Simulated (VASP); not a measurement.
Write the native input for VASP 6.6.1 that does the following.

```
Task                   : single point
Functional             : PBEsol
Potentials or basis    : VASP PAW PBE potentials, release 64 (Si, C, O)
Cutoff                 : 520 eV
k mesh                 : 2 × 2 × 2, shifted
Occupations            : gaussian, width 0.01 eV
Spin                   : no spin polarisation
Dipole correction      : no
Further INCAR settings : LREAL = Auto; ALGO = Normal; EDIFF = 1e-07; NBANDS = 47
```

The structure of Si7C8O (a cell with a defect) lies in POSCAR:

```
Si7C8O
1.0
    8.7137060000      0.0000000000      0.0000000000
    0.0000000000      4.3568530000      0.0000000000
    0.0000000000      0.0000000000      4.3568530000
Si C O
7 8 1
Direct
    0.9866540000      0.0248750000      0.0051980000
    0.4924820000      0.9702120000      0.9978750000
    0.2558190000      0.4920440000      0.0078250000
    0.7559320000      0.5141610000      0.0114420000
    0.2458210000      0.9941830000      0.5353580000
    0.7553520000      0.0056310000      0.4997760000
    0.0039520000      0.5024610000      0.5074460000
    0.1405050000      0.2735110000      0.2457740000
    0.6076550000      0.2408150000      0.2168870000
    0.3852460000      0.7865260000      0.2472330000
    0.8830020000      0.7482090000      0.2692240000
    0.3752100000      0.2441180000      0.7756770000
    0.8643480000      0.2241520000      0.7728160000
    0.1103500000      0.7549540000      0.7606320000
    0.6209930000      0.7578570000      0.7418240000
    0.3760420000      0.7359730000      0.7333080000
```

The input as run:

INCAR

```
  PREC = Accurate
  ENCUT = 520
  EDIFF = 1E-7
  ISMEAR = 0
  SIGMA = 0.01
  LREAL = Auto
  LASPH = True
  NELM = 100
  ALGO = Normal
  ISIF = 2
  LWAVE = False
  LCHARG = False
  GGA = PS
  NBANDS = 47
```

KPOINTS

```
Automatic mesh
0
Gamma
  2 2 2
  0.5 0.5 0.5
```

Potentials or basis: VASP PAW PBE potentials, release 64 (Si, C, O).

Launch:

```console
$ cat potpaw_PBE.64/Si/POTCAR potpaw_PBE.64/C/POTCAR potpaw_PBE.64/O/POTCAR > POTCAR
$ mpirun -np 1 vasp_std > vasp.out
```

It gave:

| Quantity | Value |
| --- | --- |
| Pressure | 10.8 GPa |
| Largest force | 7.961 eV/Å |
| Band gap on the k mesh | 0.20 eV |

Caveat: the k points lie up to 0.72 Å⁻¹ apart; the PAW data sets were made with another functional, which shifts forces and pressure a little.

It took 26 s on 1 thread of Intel(R) Xeon(R) 6975P-C (Granite Rapids) (shared host), peak memory 0.24 GiB.
